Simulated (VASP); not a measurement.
Runs of VASP 6.6.1 on Au. The structure is that of space group Fm-3m (No. 225), or close to it. The cells are those of the table. 

```csv
level,cell,k mesh,gap on the mesh (eV),pressure (GPa)
r2SCAN,"a = 2.916 Å, angles 60.0°, 1 atom",18 × 18 × 18,none,(a)
r2SCAN,"a = 2.917 Å, angles 60.0°, 1 atom",18 × 18 × 18,none,0.1
PBE,"a = 2.950 Å, angles 60.0°, 1 atom",8 × 8 × 8,none,-0.9
PBE,"a = 2.945 Å, angles 60.0°, 1 atom",8 × 8 × 8,none,-0.3
r2SCAN,"a = 2.945 Å, angles 60.0°, 1 atom",18 × 18 × 18,none,(b)
```

Alike in all rows: task single point; potentials or basis VASP PAW PBE potentials, release 64 (Au); no spin polarisation; cutoff (eV) 520; smearing gaussian 0.05 eV.

Question: Estimate the missing entries.

Answer: (a) 0.3; (b) -4.0.

Caveats: spin-orbit coupling is left out, which moves the levels of the heavy elements; the PAW data sets were made with another functional, which shifts forces and pressure a little (at least some runs); the cell stands under tension (at least some runs).

A k mesh can miss the band edges, and the runs leave out spin-orbit coupling on Au.

A gap of «none» marks levels without a gap at the run's occupations.
